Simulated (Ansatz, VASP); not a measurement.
GdO in VASP and in Ansatz

```
CELL_PARAMETERS angstrom
3.01432 0.00000 0.00000
0.00000 3.01432 0.00000
0.00000 0.00000 3.01432
ATOMIC_POSITIONS crystal
Gd 0.00000 0.00000 0.00000
O 0.50000 0.50000 0.50000
```

Alike in both runs: task single point; functional r2SCAN; k mesh 12 × 12 × 12; occupations gaussian, width 0.05 eV; collinear spin.

```csv
,VASP,Ansatz
version,VASP 6.6.1,Ansatz 0.2.0
potentials or method,"VASP PAW PBE potentials, release 64 (Gd, O), cutoff 520 eV","scalar-relativistic, plane waves, PAW"
valence electrons in the cell,24,24
```

Ansatz gave:

* gap on the k mesh at the Fermi level (eV): none
* pressure (GPa): -1.8
* net moment per atom (μB): 3.80
* size of the moment on the site where the two differ most (μB): 7.22

Problem. What did VASP give for the same quantities?

Solution. gap on the k mesh at the Fermi level (eV): none; pressure (GPa): -1.9; net moment per atom (μB): 3.79; size of the moment on the site where the two differ most (μB): 7.09.

VASP's potentials were made for PBE, not for r2SCAN. Site moments also hang on the region over which each program counts them. A gap of «none» marks a metal or a gap that the smearing closes. Ansatz's warnings: given moment on shells, stability check not made.

Spin-orbit coupling is off throughout.
